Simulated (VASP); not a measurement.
Wanted: the native input for a VASP 6.6.1 run.

```
Task                   : single point
Functional             : PBE
Potentials or basis    : VASP PAW PBE potentials, release 64 (Ti_sv, Al)
Cutoff                 : 520 eV
k mesh                 : 8 × 8 × 8
Occupations            : gaussian, width 0.024 eV
Spin                   : no spin polarisation
Dipole correction      : no
Further INCAR settings : ALGO = Normal; EDIFF = 1e-06; NBANDS = 14
```

The structure of TiAl lies in POSCAR:

```
TiAl
1.0
    3.1790640000      0.0000000000      0.0000000000
    0.0000000000      3.1790640000      0.0000000000
    0.0000000000      0.0000000000      3.1790640000
Ti Al
1 1
Direct
    0.0000000000      0.0000000000      0.0000000000
    0.5000000000      0.5000000000      0.5000000000
```

One way to write it, as run:

INCAR

```
SYSTEM = TiAl
ALGO = Normal
EDIFF = 1E-6
ENCUT = 520
GGA = PE
ISIF = 2
ISMEAR = 0
LASPH = .TRUE.
LCHARG = .FALSE.
LREAL = .FALSE.
LWAVE = .FALSE.
NBANDS = 14
NELM = 100
PREC = Accurate
SIGMA = 0.024
```

KPOINTS

```
k-points
0
G
  8 8 8
  0 0 0
```

Potentials or basis: VASP PAW PBE potentials, release 64 (Ti_sv, Al).

The run is started by

```console
$ cat potpaw_PBE.64/Ti_sv/POTCAR potpaw_PBE.64/Al/POTCAR > POTCAR
$ mpirun -np 1 vasp_std > vasp.out
```

It gave:

| Property | Result |
| --- | --- |
| Pressure | 0.7 GPa |

It took 4.3 s on 1 thread of Intel(R) Xeon(R) 6975P-C (Granite Rapids) (shared host), peak memory 0.14 GiB.
